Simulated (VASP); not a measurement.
The system is CdS.

```
Cd S
1.0
     0.00000    2.75324    2.75324
     2.75324    0.00000    2.75324
     2.75324    2.75324    0.00000
Cd S
1 1
Direct
  0.00000 0.00000 0.00000
  0.50000 0.50000 0.50000
```

```yaml
Program: VASP 6.6.1
Task: relaxation of cell and atoms
Functional: PBEsol-based global hybrid with 25 % exact exchange
Potentials_or_basis: VASP PAW PBE potentials, release 64 (Cd, S)
Cutoff: 600 eV
k_mesh: 4 × 4 × 4
Occupations: fermi-dirac, width 0.05 eV
Spin: no spin polarisation
```

At the start: pressure -4.6 GPa; volume 20.87 Å³/atom.

**Question.** How do energy, volume and symmetry change on relaxing?

**Answer.** Over 3 steps the energy falls by 17.4 meV/atom and the volume is 19.71 Å³/atom (-5.5 %); space group Fm-3m (No. 225, to 0.1 Å) before and after.

Step by step:
```csv
step,energy change (eV),largest force (eV/Å),pressure (GPa),volume (Å³)
1,0.0000,0.0000,-4.58,41.74
2,-0.0242,0.0000,2.93,38.24
3,-0.0348,0.0000,-0.02,39.43
```

Final structure:
```
Cd S
1.0
     0.00000    2.70138    2.70138
     2.70138    0.00000    2.70138
     2.70138    2.70138    0.00000
Cd S
1 1
Direct
  0.00000 0.00000 0.00000
  0.50000 0.50000 0.50000
```

Caveat: the k points lie up to 0.50 Å⁻¹ apart in the final cell; the PAW data sets were made with another functional, which shifts forces and pressure a little.
